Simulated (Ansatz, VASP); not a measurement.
## NbRu3C: VASP beside Ansatz

INCAR

```
SYSTEM = NbRu3C
PREC     = Accurate       ! precision mode
ENCUT    = 520            ! plane-wave cutoff, eV
EDIFF    = 1E-6           ! SCF threshold, eV
ISMEAR   = -1             ! smearing method
SIGMA    = 0.1            ! smearing width, eV
LREAL    = .FALSE.        ! projectors in reciprocal space
LASPH    = .TRUE.         ! aspherical terms in the spheres
NELM     = 100            ! most SCF steps
ALGO     = Normal         ! electronic algorithm
ISIF     = 2              ! what is computed and relaxed
LWAVE    = .FALSE.        ! write WAVECAR
LCHARG   = .FALSE.        ! write CHGCAR
GGA      = PE             ! functional
NBANDS   = 38             ! bands
```

File KPOINTS:

```
regular mesh
0
G
  6 6 6
  0 0 0
```

The input POSCAR:

```
NbRu3C
1.0
    3.9821546740      0.0000000000      0.0000000000
    0.0000000000      3.9821546740      0.0000000000
    0.0000000000      0.0000000000      3.9821546740
Nb Ru C
1 3 1
Direct
    0.0000000000      0.0000000000      0.0000000000
    0.0000000000      0.5000000000      0.5000000000
    0.5000000000      0.0000000000      0.5000000000
    0.5000000000      0.5000000000      0.0000000000
    0.5000000000      0.5000000000      0.5000000000
```

Input for Ansatz:

```yaml
crystal:
  lattice:
    - [3.982154673983978, 0.0, 0.0]
    - [0.0, 3.982154673983978, 0.0]
    - [0.0, 0.0, 3.982154673983978]
  atoms:
    - { symbol: Nb, position: [0.0, 0.0, 0.0] }
    - { symbol: Ru, position: [0.0, 0.5, 0.5] }
    - { symbol: Ru, position: [0.5, 0.0, 0.5] }
    - { symbol: Ru, position: [0.5, 0.5, 0.0] }
    - { symbol: C, position: [0.5, 0.5, 0.5] }
basis:
  ecutwfc: 500.0
kpoints:
  mp_grid:
    grid: [6, 6, 6]
scf:
  occupations:
    method: fermi_dirac
    width: 0.1
output:
  stress: true
```

Alike in both runs: task single point; functional PBE; k mesh 6 × 6 × 6; occupations fermi-dirac, width 0.1 eV; no spin polarisation.

|  | VASP | Ansatz |
| --- | --- | --- |
| version | VASP 6.6.1 | Ansatz 0.2.0 |
| potentials or method | VASP PAW PBE potentials, release 64 (Nb_sv, Ru_pv, C), cutoff 520 eV | plane waves, PAW |
| valence electrons in the cell | 59 | 65 |

|  | VASP | Ansatz | Ansatz less VASP |
| --- | --- | --- | --- |
| pressure (GPa) | 15.9 | 15.9 | +0.04 |

The functional is the same, so the differences come from potentials, cutoffs and numerics. VASP's potentials hold 59 valence electrons a cell and Ansatz's 65, so a difference there can come from the potentials and not from the codes.
